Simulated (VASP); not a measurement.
# Tl (Fm-3m) in VASP: a series of runs

Tl is run at these levels: PBEsol; tasks: single point, relaxation of cell and atoms.

Program: VASP 6.6.1. These are calculated values, not measurements. Logs are shortened: lines on timing, memory, paths and dates and some standing lists are left out, and cuts for length are marked.

## Step 1: The cell of the first run

It takes space group Fm-3m (No. 225, cubic). Conventional cell: a = 4.917 Å, b = 4.917 Å, c = 4.917 Å, α = 90.00°, β = 90.00°, γ = 90.00°. Within 4.6 Å of Tl (site symmetry m-3m) lie 12 Tl at 3.48 Å.

This isn't the form of Tl at room conditions, which is hcp.

## Step 2: Single point, PBEsol

Input file INCAR:

```
PREC     = Accurate       # precision mode
ENCUT    = 500            # plane-wave cutoff, eV
EDIFF    = 1E-6           # SCF threshold, eV
ISMEAR   = 0              # smearing method
SIGMA    = 0.1            # smearing width, eV
LREAL    = F              # projectors in reciprocal space
LASPH    = T              # aspherical terms in the spheres
NELM     = 120            # most SCF steps
ALGO     = Normal         # electronic algorithm
ISIF     = 2              # what is computed and relaxed
LWAVE    = F              # write WAVECAR
LCHARG   = F              # write CHGCAR
GGA      = PS             # functional
NBANDS   = 12             # bands
GGA_COMPAT= F
```

Input file KPOINTS:

```
regular mesh
0
Gamma
  6 6 6
```

Input file POSCAR:

```
Tl
1.0
    0.0000000000      2.4582571735      2.4582571735
    2.4582571735      0.0000000000      2.4582571735
    2.4582571735      2.4582571735      0.0000000000
Tl
1
Direct
    0.0000000000      0.0000000000      0.0000000000
```

Potentials or basis: VASP PAW PBE potentials, release 64 (Tl_d).

Command:

```console
> cat potpaw_PBE.64/Tl_d/POTCAR > POTCAR
> mpirun -np 1 vasp_std > vasp.out
```

OUTCAR:

```text
PREC = Accurate
   ENCUT = 500
   EDIFF = 1E-6
   ISMEAR = 0
   LREAL = F
   LASPH = T
   NELM = 120
   ISIF = 2
   GGA = PS

 ion  position               nearest neighbor table
   1  0.000  0.000  0.000-

  LATTYP: Found a face centered cubic cell.
 ALAT       =     4.9165143470

  Lattice vectors:

 A1 = (   0.0000000000,   2.4582571735,   2.4582571735)
 A2 = (   2.4582571735,   0.0000000000,   2.4582571735)
 A3 = (   2.4582571735,   2.4582571735,   0.0000000000)

Analysis of symmetry for initial positions (statically):
=====================================================================
 Subroutine PRICEL returns:
 Original cell was already a primitive cell.

 Routine SETGRP: Setting up the symmetry group for a
 face centered cubic supercell.

 Subroutine GETGRP returns: Found 48 space group operations
 (whereof 48 operations were pure point group operations)
 out of a pool of 48 trial point group operations.

The static configuration has the point symmetry O_h .

Analysis of symmetry for dynamics (positions and initial velocities):
=====================================================================
 Subroutine PRICEL returns:
 Original cell was already a primitive cell.

 Routine SETGRP: Setting up the symmetry group for a
 face centered cubic supercell.

 Subroutine GETGRP returns: Found 48 space group operations
 (whereof 48 operations were pure point group operations)
 out of a pool of 48 trial point group operations.

The dynamic configuration has the point symmetry O_h .

 Subroutine INISYM returns: Found 48 space group operations
 (whereof 48 operations are pure point group operations),
 and found     1 'primitive' translations

----------------------------------------------------------------------------------------

                                     Primitive cell

  volume of cell :      29.7106

  direct lattice vectors                    reciprocal lattice vectors
     0.000000000  2.458257173  2.458257173    -0.203396132  0.203396132  0.203396132
     2.458257173  0.000000000  2.458257173     0.203396132 -0.203396132  0.203396132
     2.458257173  2.458257173  0.000000000     0.203396132  0.203396132 -0.203396132

  length of vectors
     3.476500635  3.476500635  3.476500635     0.352292434  0.352292434  0.352292434

  position of ions in fractional coordinates (direct lattice)
     0.000000000  0.000000000  0.000000000

  ion indices of the primitive-cell ions
   primitive index   ion index
                 1           1

----------------------------------------------------------------------------------------

 KPOINTS: regular mesh

Automatic generation of k-mesh.
 Grid dimensions read from file:
 generate k-points for:    6    6    6

 Generating k-lattice:

  Cartesian coordinates                     Fractional coordinates (reciprocal lattice)
    -0.033899355  0.033899355  0.033899355     0.166666667  0.000000000  0.000000000
     0.033899355 -0.033899355  0.033899355     0.000000000  0.166666667  0.000000000
     0.033899355  0.033899355 -0.033899355     0.000000000  0.000000000  0.166666667

  Length of vectors
     0.058715406  0.058715406  0.058715406

  Shift w.r.t. Gamma in fractional coordinates (k-lattice)
     0.000000000  0.000000000  0.000000000

 Subroutine IBZKPT returns following result:
 ===========================================

 Found     16 irreducible k-points:

 Following reciprocal coordinates:
            Coordinates               Weight
  0.000000  0.000000  0.000000      1.000000
  0.166667  0.000000  0.000000      8.000000
  0.333333  0.000000  0.000000      8.000000
  0.500000  0.000000  0.000000      4.000000
  0.166667  0.166667  0.000000      6.000000
  0.333333  0.166667  0.000000     24.000000
[... 8 lines left out ...]
 -0.333333  0.333333  0.166667     24.000000
 -0.333333  0.500000  0.166667     12.000000
   k-points           NKPTS =     16   k-points in BZ     NKDIM =     16   number of bands    NBANDS=     12
   number of dos      NEDOS =    301   number of ions     NIONS =      1
   total plane-waves  NPLWV =  21952
   dimension x,y,z NGX =    28 NGY =   28 NGZ =   28
   dimension x,y,z NGXF=    56 NGYF=   56 NGZF=   56
   ions per type =               1
   NGX,Y,Z   is equivalent  to a cutoff of  13.39, 13.39, 13.39 a.u.
   NGXF,Y,Z  is equivalent  to a cutoff of  26.78, 26.78, 26.78 a.u.
 SYSTEM =  unknown system
   PREC   = accura    normal or accurate (medium, high low for compatibility)
   ISTART =      0    job   : 0-new  1-cont  2-samecut
   ICHARG =      2    charge: 1-file 2-atom 10-const
   ISPIN  =      1    spin polarized calculation?
   LNONCOLLINEAR =      F non collinear calculations
   LSORBIT =      F    spin-orbit coupling
   LASPH  =      T    aspherical Exc in radial PAW
   ENCUT  =  500.0 eV  36.75 Ry    6.06 a.u.   6.34  6.34  6.34*2*pi/ulx,y,z
   NELM   =    120;   NELMIN=  2; NELMDL= -5     # of ELM steps
   EDIFF  = 0.1E-05   stopping-criterion for ELM
   LREAL  =      F    real-space projection
   EDIFFG = 0.1E-04   stopping-criterion for IOM
   NSW    =      0    number of steps for IOM
   IBRION =     -1    ionic relax: 0-MD 1-quasi-New 2-CG
   NFREE  =      0    steps in history (QN), initial steepest desc. (CG)
   ISIF   =      2    stress and relaxation
   ISYM   =      2    0-nonsym 1-usesym 2-fastsym
   POTIM  = 0.5000    time-step for ionic-motion
   TEBEG  =    0.0;   TEEND  =   0.0 temperature during run
   PSTRESS=    0.0 pullay stress
   NELECT =      13.0000    total number of electrons
   NUPDOWN=      -1.0000    fix difference up-down
   EMIN   =  10.00;   EMAX   =-10.00  energy-range for DOS
   EFERMI =   0.00;   METHOD = LEGACY
   ISMEAR =     0;   SIGMA  =   0.10  broadening in eV -4-tet -1-fermi 0-gaus
   EFERMI_NEDOS =   21; number of points for ismear=-14 and -15
   IALGO  =     38    algorithm
   IMIX   =      4    mixing-type and parameters
     AMIX     =   0.40;   BMIX     =  1.00
     AMIX_MAG =   1.60;   BMIX_MAG =  1.00
  volume/ion in A,a.u.               =      29.71       200.50
  Fermi-wavevector in a.u.,A,eV,Ry     =   1.242850  2.348646 21.016587  1.544676
  Thomas-Fermi vector in A             =   2.377186
   LORBIT       =      0    0 simple, 1 ext, 2 COOP (PROOUT), +10 PAW based schemes
   GGA     = PS    functional components
   LHFCALC =     F    Hartree Fock is set to
   AEXX    =    0.0000 exact exchange contribution
   IVDW    =     0    specifies the selected vdW correction
   LEPSILON=     F    determine dielectric tensor
   LRPA    =     F    only Hartree local field effects (RPA)
 non-spin polarized calculation
 Gauss-broadening in eV      SIGMA  =   0.10
  energy-cutoff  :      500.00
  volume of cell :       29.71
 maximum number of plane-waves:       769
 NGX is ok and might be reduce to    28
   NGX = 13   NGY = 13   NGZ = 13

 number of electron      12.9999999 magnetization

 Free energy of the ion-electron system (eV)
  ---------------------------------------------------
  ext. energy  EPLUGINS =         0.00000000
  ---------------------------------------------------
  free energy    TOTEN  =        -2.60733044 eV

  energy without entropy =       -2.60180711  energy(sigma->0) =       -2.60456877

 E-fermi :   5.8277     XC(G=0): -10.1748

 val. band max:        5.7893868700   @ k =   0.5000   0.3333   0.0000
 cond. band min:       6.0108569077   @ k =  -0.3333   0.3333   0.0000
 fundamental gap:      0.2214700378
 Fermi energy:         5.8276812426

 k-point     1 :       0.0000    0.0000    0.0000
  band No.  band energies     occupation
      1      -5.4957      2.00000
      2      -5.4957      2.00000
      3      -5.4957      2.00000
      4      -5.2421      2.00000
      5      -5.2421      2.00000
      6      -3.8169      2.00000
      7      15.9453      0.00000
      8      15.9453      0.00000
      9      15.9453      0.00000
     10      16.8667      0.00000
     11      19.8251      0.00000
     12      20.7093      0.00000

 k-point     2 :       0.1667    0.0000    0.0000
  band No.  band energies     occupation
      1      -5.5236      2.00000
      2      -5.4451      2.00000
      3      -5.4451      2.00000
      4      -5.2371      2.00000
      5      -5.2371      2.00000
      6      -3.2292      2.00000
      7      11.5932      0.00000
      8      15.3771      0.00000
      9      15.3771      0.00000
     10      16.7008      0.00000
     11      20.0346      0.00000
     12      21.0220      0.00000

 k-point     3 :       0.3333    0.0000    0.0000
  band No.  band energies     occupation
      1      -5.6200      2.00000
      2      -5.4546      2.00000
      3      -5.4546      2.00000
      4      -5.1085      2.00000
      5      -5.1085      2.00000
      6      -1.4336      2.00000
      7       6.4492      0.00000
      8      14.4006      0.00000
      9      14.4006      0.00000
     10      16.4631      0.00000
     11      18.5317      0.00000
     12      19.6600      0.00000
[... 166 lines left out ...]
 k-point    15 :      -0.3333    0.3333    0.1667
  band No.  band energies     occupation
      1      -5.5441      2.00000
      2      -5.4916      2.00000
      3      -5.3160      2.00000
      4      -5.2159      2.00000
      5      -5.0157      2.00000
      6       1.6840      2.00000
      7       5.0166      2.00000
      8       8.0208      0.00000
      9       9.9444      0.00000
     10      17.2482      0.00000
     11      19.4050      0.00000
     12      22.0785      0.00000

 k-point    16 :      -0.3333    0.5000    0.1667
  band No.  band energies     occupation
      1      -5.6353      2.00000
      2      -5.5968      2.00000
      3      -5.2091      2.00000
      4      -5.1334      2.00000
      5      -4.9560      2.00000
      6       2.3553      2.00000
      7       5.2660      2.00000
      8       7.7901      0.00000
      9       8.3989      0.00000
     10      16.8514      0.00000
     11      17.6029      0.00000
     12      22.5448      0.00000

------------------------ aborting loop because EDIFF is reached ----------------------------------------

  FORCE on cell =-STRESS in cart. coord.  units (eV):
  Direction    XX          YY          ZZ          XY          YZ          ZX
  --------------------------------------------------------------------------------------
  -------------------------------------------------------------------------------------
  Total       -0.2369133     -0.2369133     -0.2369133     -0.0000000     -0.0000000      0.0000000
  in kB      -12.7758002    -12.7758002    -12.7758002     -0.0000000     -0.0000000      0.0000000
  external PRESSURE =     -12.7758002 kB  Pullay stress =       0.0000000 kB

 VOLUME and BASIS-vectors are now :
 -----------------------------------------------------------------------------
  energy-cutoff  :      500.00
  volume of cell :       29.71
      direct lattice vectors                 reciprocal lattice vectors
     0.000000000  2.458257173  2.458257173    -0.203396132  0.203396132  0.203396132
     2.458257173  0.000000000  2.458257173     0.203396132 -0.203396132  0.203396132
     2.458257173  2.458257173  0.000000000     0.203396132  0.203396132 -0.203396132

 POSITION                                       TOTAL-FORCE (eV/Angst)
 -----------------------------------------------------------------------------------
      0.00000      0.00000      0.00000         0.000000      0.000000      0.000000
 -----------------------------------------------------------------------------------
    total drift:                               -0.000000     -0.000000     -0.000000

  FREE ENERGIE OF THE ION-ELECTRON SYSTEM (eV)
  ---------------------------------------------------
  free  energy   TOTEN  =        -2.6073304422 eV

  energy  without entropy=       -2.6018071075  energy(sigma->0) =       -2.60456877
```

It took 5.6 s on 1 thread of AMD EPYC 7R13 (Zen 3), shared host; peak memory 0.12 GiB.

What came out:

| Item | Value |
| --- | --- |
| Free energy | -2.6073 eV |
| Pressure | -1.3 GPa |
| Band gap on the k mesh | zero (an odd number of electrons rules out a gap without spin polarisation) |

Caveat: the k points lie up to 0.37 Å⁻¹ apart, too coarse for converged energies and pressures of a metal; the PAW data sets were made with another functional, which shifts forces and pressure a little; spin-orbit coupling is left out, which moves the levels of the heavy elements.

## Step 3: Single point, PBEsol

This run uses another cell than the first one, of 28.34 Å³/atom.

Input file INCAR:

```
  ALGO = Normal
  EDIFF = 1E-6
  ENCUT = 500
  GGA = PS
  GGA_COMPAT = F
  ISIF = 2
  ISMEAR = 0
  LASPH = T
  LCHARG = F
  LREAL = F
  LWAVE = F
  NBANDS = 12
  NELM = 120
  PREC = Accurate
  SIGMA = 0.1
```

Input file KPOINTS:

```
k-points
0
Gamma
  14 14 14
```

Input file POSCAR:

```
Tl
1.0
    0.0000000000      2.4199631691      2.4199631691
    2.4199631691      0.0000000000      2.4199631691
    2.4199631691      2.4199631691      0.0000000000
Tl
1
Direct
    0.0000000000      0.0000000000      0.0000000000
```

Potentials or basis: VASP PAW PBE potentials, release 64 (Tl_d).

Command:

```console
> cat potpaw_PBE.64/Tl_d/POTCAR > POTCAR
> mpirun -np 1 vasp_std > vasp.out
```

Run time: 28 s. Hardware: 1 thread of AMD EPYC 7R13 (Zen 3), shared host; peak memory 0.14 GiB.

The run converged. Its results:

| Quantity | Value |
| --- | --- |
| Free energy | -2.6161 eV |
| Pressure | 0.0 GPa |
| Band gap on the k mesh | zero (an odd number of electrons rules out a gap without spin polarisation) |

Levels at points of the mesh, in eV from the Fermi level:
```tsv
k point	band 4	band 5	band 6	band 7	band 8	band 9
(0.00, 0.00, 0.00)	-11.21	-11.21	-10.07	10.41	10.41	10.41
(0.50, 0.00, 0.00)	-10.96	-10.96	-5.27	-2.93	8.32	8.32
(0.50, 0.50, 0.00)	-10.89	-10.89	-3.53	-1.83	4.11	4.11
```

Caveat: the PAW data sets were made with another functional, which shifts forces and pressure a little; spin-orbit coupling is left out, which moves the levels of the heavy elements.

(Continued in part 2 of 2.)

The gap in the log of VASP goes by the Fermi energy; the results here count the filled bands.